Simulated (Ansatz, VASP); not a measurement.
Ge: VASP beside Ansatz

```xyz
2
Lattice="0.0000 2.8662 2.8174 2.8662 0.0000 2.8174 2.8662 2.8662 0.0000" Properties=species:S:1:pos:R:3 pbc="T T T"
Ge    0.0000    0.0000    0.0000
Ge    1.4331    1.4331    1.4087
```

Change from the starting cell: strained cell.

Alike in both runs: task relaxation of the atoms; functional PBEsol; k mesh 10 × 10 × 10; occupations gaussian, width 0.1 eV; no spin polarisation.

|  | VASP | Ansatz |
| --- | --- | --- |
| version | VASP 6.6.1 | Ansatz 0.2.0 |
| potentials or method | VASP PAW PBE potentials, release 64 (Ge_d), cutoff 520 eV | scalar-relativistic, plane waves, PAW |
| valence electrons in the cell | 28 | 28 |

|  | VASP | Ansatz | Ansatz less VASP |
| --- | --- | --- | --- |
| gap on the k mesh at the Fermi level, each at its own relaxed structure (eV) | 0.09 | 0.09 | -0.006 |

VASP's potentials were made for PBE, not for PBEsol. Ansatz's warnings: stress scf threshold loose.

Noted on VASP's run: the relaxation stopped at its first step, so nothing moved.
